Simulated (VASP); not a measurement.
# Mg2Zn3O (P4mm) in VASP: single point with PBE

Aim: the single point of Mg2Zn3O with PBE.

Program: VASP 6.6.1. These are calculated values, not measurements. Logs are shortened: lines on timing, memory, paths and dates and some standing lists are left out, and cuts for length are marked.

### 1 The cell of the first run

It takes space group P4mm (No. 99, tetragonal). The conventional cell has a = 4.087 Å, b = 4.087 Å, c = 6.396 Å, α = 90.00°, β = 90.00°, γ = 90.00°. Within 2.7 Å of Mg (site symmetry 2mm) lie 2 O at 2.05 Å. Within 3.3 Å of Zn (site symmetry 2mm) lie 6 Zn at 2.48 to 2.89 Å and 1 Mg at 3.02 Å. Zn (site symmetry 4mm) has 4 Zn at 2.48 Å and 4 Mg at 2.83 Å within 3.3 Å. O (site symmetry 4mm) has 4 Mg at 2.05 Å within 2.7 Å.

### 2 Single point, PBE

File INCAR:

```
PREC = Accurate
ENCUT = 600
EDIFF = 1E-6
ISMEAR = 0
SIGMA = 0.2
LREAL = False
LASPH = True
NELM = 120
ALGO = Normal
ISIF = 2
LWAVE = False
LCHARG = True
GGA = PE
LELF = True
LVHAR = True
NBANDS = 32
GGA_COMPAT = False
```

File KPOINTS:

```
regular mesh
0
Gamma
  4 4 3
```

File POSCAR:

```
Mg2Zn3O
1.0
    4.0866610209      0.0000000000      0.0000000000
    0.0000000000      4.0866610209      0.0000000000
    0.0000000000      0.0000000000      6.3961108718
Mg Zn O
2 3 1
Direct
    0.5000000000      0.0000000000      0.3428468315
    0.0000000000      0.5000000000      0.3428468315
    0.5000000000      0.0000000000      0.8700016832
    0.0000000000      0.5000000000      0.8700016832
    0.0000000000      0.0000000000      0.6491445418
    0.5000000000      0.5000000000      0.3103957187
```

Potentials or basis: VASP PAW PBE potentials, release 64 (Mg, Zn, O).

Command:

```console
$ cat potpaw_PBE.64/Mg/POTCAR potpaw_PBE.64/Zn/POTCAR potpaw_PBE.64/O/POTCAR > POTCAR
$ mpirun -np 1 vasp_std > vasp.out
```

OUTCAR:

```text
PREC = Accurate
   ENCUT = 600
   EDIFF = 1E-6
   ISMEAR = 0
   LREAL = False
   LASPH = True
   NELM = 120
   ISIF = 2
   GGA = PE

 ion  position               nearest neighbor table
   1  0.500  0.000  0.343-   6 2.05   6 2.05   5 2.83   5 2.83   2 2.89   2 2.89   2 2.89   2 2.89
                             3 3.02
   2  0.000  0.500  0.343-   6 2.05   6 2.05   5 2.83   5 2.83   1 2.89   1 2.89   1 2.89   1 2.89
                             4 3.02
   3  0.500  0.000  0.870-   5 2.48   5 2.48   4 2.89   4 2.89   4 2.89   4 2.89   1 3.02
   4  0.000  0.500  0.870-   5 2.48   5 2.48   3 2.89   3 2.89   3 2.89   3 2.89   2 3.02
   5  0.000  0.000  0.649-   3 2.48   4 2.48   4 2.48   3 2.48   2 2.83   1 2.83   1 2.83   2 2.83

   6  0.500  0.500  0.310-   1 2.05   2 2.05   1 2.05   2 2.05

  LATTYP: Found a simple tetragonal cell.
 ALAT       =     4.0866610209
 C/A-ratio  =     1.5651190150

  Lattice vectors:

 A1 = (   4.0866610209,   0.0000000000,   0.0000000000)
 A2 = (   0.0000000000,   4.0866610209,   0.0000000000)
 A3 = (   0.0000000000,   0.0000000000,   6.3961108718)

Analysis of symmetry for initial positions (statically):
=====================================================================
 Subroutine PRICEL returns:
 Original cell was already a primitive cell.

 Routine SETGRP: Setting up the symmetry group for a
 simple tetragonal supercell.

 Subroutine GETGRP returns: Found  8 space group operations
 (whereof  8 operations were pure point group operations)
 out of a pool of 16 trial point group operations.

The static configuration has the point symmetry C_4v.

Analysis of symmetry for dynamics (positions and initial velocities):
=====================================================================
 Subroutine PRICEL returns:
 Original cell was already a primitive cell.

 Routine SETGRP: Setting up the symmetry group for a
 simple tetragonal supercell.

 Subroutine GETGRP returns: Found  8 space group operations
 (whereof  8 operations were pure point group operations)
 out of a pool of 16 trial point group operations.

The dynamic configuration has the point symmetry C_4v.

 Subroutine INISYM returns: Found  8 space group operations
 (whereof  8 operations are pure point group operations),
 and found     1 'primitive' translations

[... 90 lines left out ...]
   LREAL  =      F    real-space projection
   EDIFFG = 0.1E-04   stopping-criterion for IOM
   NSW    =      0    number of steps for IOM
   IBRION =     -1    ionic relax: 0-MD 1-quasi-New 2-CG
   NFREE  =      0    steps in history (QN), initial steepest desc. (CG)
   ISIF   =      2    stress and relaxation
   ISYM   =      2    0-nonsym 1-usesym 2-fastsym
   POTIM  = 0.5000    time-step for ionic-motion
   TEBEG  =    0.0;   TEEND  =   0.0 temperature during run
   PSTRESS=    0.0 pullay stress
   NELECT =      46.0000    total number of electrons
   NUPDOWN=      -1.0000    fix difference up-down
   EMIN   =  10.00;   EMAX   =-10.00  energy-range for DOS
   EFERMI =   0.00;   METHOD = LEGACY
   ISMEAR =     0;   SIGMA  =   0.20  broadening in eV -4-tet -1-fermi 0-gaus
   EFERMI_NEDOS =   21; number of points for ismear=-14 and -15
   IALGO  =     38    algorithm
   IMIX   =      4    mixing-type and parameters
     AMIX     =   0.40;   BMIX     =  1.00
     AMIX_MAG =   1.60;   BMIX_MAG =  1.00
  volume/ion in A,a.u.               =      17.80       120.14
  Fermi-wavevector in a.u.,A,eV,Ry     =   1.236260  2.336192 20.794301  1.528338
  Thomas-Fermi vector in A             =   2.370875
   LORBIT       =      0    0 simple, 1 ext, 2 COOP (PROOUT), +10 PAW based schemes
   GGA     = PE    functional components
   LHFCALC =     F    Hartree Fock is set to
   AEXX    =    0.0000 exact exchange contribution
   IVDW    =     0    specifies the selected vdW correction
   LEPSILON=     F    determine dielectric tensor
   LRPA    =     F    only Hartree local field effects (RPA)
 non-spin polarized calculation
 Gauss-broadening in eV      SIGMA  =   0.20
  energy-cutoff  :      600.00
  volume of cell :      106.82
 maximum number of plane-waves:      3578
 NGX is ok and might be reduce to    36
   NGX = 17   NGY = 17   NGZ = 25

 number of electron      45.9999980 magnetization

 Free energy of the ion-electron system (eV)
  ---------------------------------------------------
  ext. energy  EPLUGINS =         0.00000000
  ---------------------------------------------------
  free energy    TOTEN  =       -14.55757664 eV

  energy without entropy =      -14.53892041  energy(sigma->0) =      -14.54824853

 E-fermi :   2.2283     XC(G=0):  -9.6353

 val. band max:        2.0613340755   @ k =   0.5000   0.2500   0.3333
 cond. band min:       2.3336275116   @ k =   0.5000   0.0000   0.0000
 fundamental gap:      0.2722934360
 Fermi energy:         2.2282976652

 k-point     1 :       0.0000    0.0000    0.0000
  band No.  band energies     occupation
      1     -16.2160      2.00000
      2      -6.0101      2.00000
      3      -5.5604      2.00000
      4      -5.5604      2.00000
      5      -5.5460      2.00000
      6      -5.5202      2.00000
[... 409 lines left out ...]
     31       9.3769      0.00000
     32       9.9906      0.00000

------------------------ aborting loop because EDIFF is reached ----------------------------------------

  FORCE on cell =-STRESS in cart. coord.  units (eV):
  Direction    XX          YY          ZZ          XY          YZ          ZX
  --------------------------------------------------------------------------------------
  -------------------------------------------------------------------------------------
  Total       -0.0833571     -0.0833571     -0.1612582      0.0000000      0.0000000      0.0000000
  in kB       -1.2502592     -1.2502592     -2.4186844      0.0000000      0.0000000      0.0000000
  external PRESSURE =      -1.6397343 kB  Pullay stress =       0.0000000 kB

 VOLUME and BASIS-vectors are now :
 -----------------------------------------------------------------------------
  energy-cutoff  :      600.00
  volume of cell :      106.82
      direct lattice vectors                 reciprocal lattice vectors
     4.086661021  0.000000000  0.000000000     0.244698544  0.000000000  0.000000000
     0.000000000  4.086661021  0.000000000     0.000000000  0.244698544  0.000000000
     0.000000000  0.000000000  6.396110872     0.000000000  0.000000000  0.156345007

 POSITION                                       TOTAL-FORCE (eV/Angst)
 -----------------------------------------------------------------------------------
      2.04333      0.00000      2.19289        -0.000000      0.000000      0.021225
      0.00000      2.04333      2.19289        -0.000000      0.000000      0.021225
      2.04333      0.00000      5.56463        -0.000000      0.000000      0.001005
      0.00000      2.04333      5.56463        -0.000000      0.000000      0.001005
      0.00000      0.00000      4.15200         0.000000      0.000000     -0.052448
      2.04333      2.04333      1.98533        -0.000000     -0.000000      0.007989
 -----------------------------------------------------------------------------------
    total drift:                                0.000000      0.000000     -0.000116

  FREE ENERGIE OF THE ION-ELECTRON SYSTEM (eV)
  ---------------------------------------------------
  free  energy   TOTEN  =       -14.5575766443 eV

  energy  without entropy=      -14.5389204090  energy(sigma->0) =      -14.54824853
```

OSZICAR:

```text
N       E                     dE             d eps       ncg     rms          rms(c)
DAV:   1     0.330168361378E+03    0.33017E+03   -0.23291E+04   768   0.193E+03
DAV:   2     0.213596438474E+02   -0.30881E+03   -0.28717E+03   784   0.397E+02
DAV:   3    -0.169653345800E+02   -0.38325E+02   -0.37740E+02   912   0.132E+02
DAV:   4    -0.180538583611E+02   -0.10885E+01   -0.10879E+01   856   0.220E+01
DAV:   5    -0.180632175929E+02   -0.93592E-02   -0.93589E-02   936   0.195E+00    0.101E+01
DAV:   6    -0.147129789039E+02    0.33502E+01   -0.13754E+01  1136   0.333E+01    0.510E+00
DAV:   7    -0.146203925453E+02    0.92586E-01   -0.16049E+00   784   0.911E+00    0.247E+00
DAV:   8    -0.145651963042E+02    0.55196E-01   -0.35044E-01   872   0.514E+00    0.689E-01
DAV:   9    -0.145572238007E+02    0.79725E-02   -0.37643E-02  1016   0.349E+00    0.180E-01
DAV:  10    -0.145574815957E+02   -0.25780E-03   -0.61101E-03   880   0.854E-01    0.109E-01
DAV:  11    -0.145576153234E+02   -0.13373E-03   -0.93927E-04   920   0.239E-01    0.615E-02
DAV:  12    -0.145575749829E+02    0.40340E-04   -0.25213E-04   920   0.107E-01    0.184E-02
DAV:  13    -0.145575775695E+02   -0.25866E-05   -0.41218E-05   848   0.580E-02    0.789E-03
DAV:  14    -0.145575771325E+02    0.43697E-06   -0.12668E-05   864   0.272E-02    0.466E-03
DAV:  15    -0.145575766443E+02    0.48826E-06   -0.24268E-06   600   0.144E-02
   1 F= -.14557577E+02 E0= -.14548249E+02  d E =-.186562E-01
```

It took 31 s on 1 thread of Intel Xeon 6975P-C (Granite Rapids), shared host; peak memory 0.26 GiB.

Results:

```yaml
Free_energy: -14.5576 eV
Pressure: -0.2 GPa
Largest_force: 0.052 eV/Å
Band_gap_on_the_k_mesh: zero (band 23 reaches 3.22 eV, above the bottom of band 24 at 1.55 eV)
```

Forces on the atoms (eV/Å):
```
Mg   0.000  0.000  0.021
Mg   0.000  0.000  0.021
Zn   0.000  0.000  0.001
Zn   0.000  0.000  0.001
Zn   0.000  0.000 -0.052
O    0.000  0.000  0.008
```

Stress tensor (GPa, compression positive):
```
-0.13  0.00  0.00
 0.00 -0.13  0.00
 0.00  0.00 -0.24
```

Caveat: the k points lie up to 0.38 Å⁻¹ apart.
